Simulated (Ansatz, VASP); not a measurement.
# Two plane-wave programs on WC

File INCAR:

```
SYSTEM = WC
  ALGO = Normal
  EDIFF = 1E-6
  ENCUT = 520
  GGA = PS
  ISIF = 2
  ISMEAR = 1
  LASPH = .TRUE.
  LCHARG = .FALSE.
  LREAL = .FALSE.
  LWAVE = .FALSE.
  NBANDS = 16
  NELM = 60
  PREC = Accurate
  SIGMA = 0.05
```

File KPOINTS:

```
k-points
0
G
  11 11 11
  0 0 0
```

POSCAR

```
WC
1.0
    0.0000000000      2.1630455565      2.1630455565
    2.1630455565      0.0000000000      2.1630455565
    2.1630455565      2.1630455565      0.0000000000
W C
1 1
Direct
    0.0000000000      0.0000000000      0.0000000000
    0.5000000000      0.5000000000      0.5000000000
```

Input for Ansatz:

```yaml
crystal:
  lattice:
    - [0.0, 2.1630455564571744, 2.1630455564571744]
    - [2.1630455564571744, 0.0, 2.1630455564571744]
    - [2.1630455564571744, 2.1630455564571744, 0.0]
  atoms:
    - { symbol: W, position: [0.0, 0.0, 0.0] }
    - { symbol: C, position: [0.5, 0.5, 0.5] }
basis:
  ecutwfc: 500.0
kpoints:
  mp_grid:
    grid: [11, 11, 11]
hamiltonian:
  xc: pbesol
  pseudopotentials:
    kind: paw
scf:
  occupations:
    method: cold
    width: 0.05
output:
  stress: true
```

Alike in both runs: task single point; functional PBEsol; k mesh 11 × 11 × 11; no spin polarisation.

```csv
,VASP,Ansatz
version,VASP 6.6.1,Ansatz 0.2.0
potentials or method,"VASP PAW PBE potentials, release 64 (W_sv, C), cutoff 520 eV","plane waves, PAW"
occupations,"methfessel-paxton of order 1, width 0.05 eV","cold, width 0.05 eV"
valence electrons in the cell,18,18
```

```tsv
	VASP	Ansatz	Ansatz less VASP
pressure (GPa)	6.6	5.4	-1.22
```

VASP's potentials were made for PBE, not for PBEsol.

Spin-orbit coupling is off throughout.
